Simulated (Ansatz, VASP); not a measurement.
**Ta in VASP and in Ansatz**

The input INCAR:

```
SYSTEM = Ta
PREC = Accurate ; ENCUT = 520
EDIFF = 1E-6 ; ISMEAR = 0
SIGMA = 0.15 ; LREAL = .FALSE.
LASPH = .TRUE. ; NELM = 80
ALGO = Normal ; ISIF = 2
LWAVE = .FALSE. ; LCHARG = .TRUE.
GGA = PE ; LELF = .TRUE.
LVHAR = .TRUE. ; NBANDS = 12
```

File KPOINTS:

```
Automatic mesh
0
G
  20 20 20
  0 0 0
```

The input POSCAR:

```
Ta
1.0
   -1.6483607840      1.6483607840      1.6483607840
    1.6483607840     -1.6483607840      1.6483607840
    1.6483607840      1.6483607840     -1.6483607840
Ta
1
Direct
    0.0000000000      0.0000000000      0.0000000000
```

Input for Ansatz:

```yaml
crystal:
  lattice:
    - [-1.648360784, 1.648360784, 1.648360784]
    - [1.648360784, -1.648360784, 1.648360784]
    - [1.648360784, 1.648360784, -1.648360784]
  atoms:
    - { symbol: Ta, position: [0.0, 0.0, 0.0] }
basis:
  ecutwfc: 420
kpoints:
  mp_grid: { grid: [20, 20, 20] }
hamiltonian:
  xc: pbe
  pseudopotentials: { kind: paw, azcp: { folder: soft_1 } }
scf:
  occupations: { method: gaussian, width: 0.15 }
output:
  forces: true
  stress: true
  eigenvalues: true
```

Alike in both runs: task single point; functional PBE; k mesh 20 × 20 × 20; occupations gaussian, width 0.15 eV; no spin polarisation.

```csv
,VASP,Ansatz
version,VASP 6.6.1,Ansatz 0.2.0
potentials or method,"VASP PAW PBE potentials, release 64 (Ta_pv), cutoff 520 eV","scalar-relativistic, plane waves, PAW"
valence electrons in the cell,11,13
```

Ansatz gave:

- gap on the k mesh at the Fermi level (eV): none
- pressure (GPa): 4.3

Q: Which values does VASP return?

A: gap on the k mesh at the Fermi level (eV): none; pressure (GPa): 4.4.

A gap of «none» marks a metal or a gap that the smearing closes. The functional is the same, so the differences come from potentials, cutoffs and numerics. VASP's potentials hold 11 valence electrons a cell and Ansatz's 13, so a difference there can come from the potentials and not from the codes.

Neither program's run includes spin-orbit coupling.
